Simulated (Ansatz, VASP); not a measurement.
**AlN in VASP and in Ansatz**

```
Al N
1.0
     0.00000    2.18488    2.18488
     2.18488    0.00000    2.18488
     2.18488    2.18488    0.00000
Al N
1 1
Direct
  0.00000 0.00000 0.00000
  0.25000 0.25000 0.25000
```

Alike in both runs: task single point; functional PBE0; k mesh 8 × 8 × 8; no spin polarisation.

|  | VASP | Ansatz |
| --- | --- | --- |
| version | VASP 6.6.1 | Ansatz 0.2.0 |
| potentials or method | VASP PAW PBE potentials, release 64 (Al, N) | plane waves, PAW |
| plane-wave cutoff (eV) | 520 | 420 |
| occupations | gaussian, width 0.01 eV | fixed |
| valence electrons in the cell | 8 | 8 |

```csv
,VASP,Ansatz,Ansatz less VASP
gap on the k mesh at the Fermi level (eV),5.29,5.28,-0.008
pressure (GPa),-0.8,-0.7,+0.09
```

Ansatz's warnings: stress exchange threshold loose, stress scf threshold loose.
